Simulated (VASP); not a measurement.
A run of VASP 6.6.1 is set up as follows.

Contents of POSCAR:

```
ZnS
1.0
    3.8054508206      0.0000000000      0.0000000000
   -1.9027254103      3.2956170835      0.0000000000
    0.0000000000      0.0000000000      6.2439930788
Zn S
2 2
Direct
    0.3333333333      0.6666666667      0.0003381272
    0.6666666667      0.3333333333      0.5003381272
    0.3333333333      0.6666666667      0.3746618728
    0.6666666667      0.3333333333      0.8746618728
```

INCAR.step1

```
ALGO = Normal
EDIFF = 1E-5
ENCUT = 550
GGA = PE
GGA_COMPAT = F
ISMEAR = 0
LASPH = T
LCHARG = F
LREAL = F
LWAVE = T
NBANDS = 26
NELM = 120
PREC = Accurate
SIGMA = 0.01
```

INCAR.step2

```
ALGO = Normal
EDIFF = 1E-6
ENCUT = 550
GGA_COMPAT = F
ISIF = 2
ISMEAR = 0
ISTART = 1
LASPH = T
LCHARG = F
LMIXTAU = T
LREAL = F
LWAVE = F
METAGGA = R2SCAN
NBANDS = 26
NELM = 120
PREC = Accurate
SIGMA = 0.01
```

KPOINTS

```
k-points
0
Gamma
  6 6 2
```

Potentials or basis: VASP PAW PBE potentials, release 64 (Zn, S).

Run with:

```bash
$ cat potpaw_PBE.64/Zn/POTCAR potpaw_PBE.64/S/POTCAR > POTCAR
$ cp INCAR.step1 INCAR
$ mpirun -np 1 vasp_std > vasp.out
$ cp INCAR.step2 INCAR
$ mpirun -np 1 vasp_std > vasp.out
```

Question: What does it give for the band gap on the k mesh?

Answer: 2.79 eV, direct.

Question: Estimate the largest force.

Answer: 0.004 eV/Å.

Forces on the atoms (eV/Å):
```
Zn   0.000  0.000 -0.004
Zn   0.000  0.000 -0.004
S    0.000  0.000  0.004
S    0.000  0.000  0.004
```

Caveat: the k points lie up to 0.50 Å⁻¹ apart; the PAW data sets were made with another functional, which shifts forces and pressure a little. r2SCAN opens gaps a little over a GGA but as a rule still falls short of measured ones.
